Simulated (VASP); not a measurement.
Input of a VASP 6.6.1 run:

The input INCAR:

```
PREC = Accurate
ENCUT = 560
EDIFF = 1E-6
ISMEAR = 0
SIGMA = 0.15
LREAL = False
LASPH = True
NELM = 120
ALGO = Normal
ISIF = 2
LWAVE = False
LCHARG = True
GGA = CA
LELF = True
LVHAR = True
NBANDS = 24
GGA_COMPAT = False
```

The input KPOINTS:

```
Automatic mesh
0
Gamma
  18 18 10
```

File POSCAR:

```
Ir
1.0
    2.8946000000      0.0000000000      0.0000000000
   -1.4473000000      2.5067971338      0.0000000000
    0.0000000000      0.0000000000      4.2400000000
Ir
2
Direct
    0.6666666667      0.3333333333      0.7500000000
    0.3333333333      0.6666666667      0.2500000000
```

Potentials or basis: VASP PAW LDA potentials, release 64 (Ir_sv_GW).

Run with:

```bash
$ cat potpaw_LDA.64/Ir_sv_GW/POTCAR > POTCAR
$ mpirun -np 1 vasp_std > vasp.out
```

(1) What does it give for the pressure?

(2) Estimate the band gap on the k mesh.

## Answers

(1) -28.0 GPa.

(2) zero (bands 17 and 18 overlap by 2.45 eV).

Caveat: the stress differs along the axes, from -35 to -15 GPa; spin-orbit coupling is left out, which moves the levels of the heavy elements.
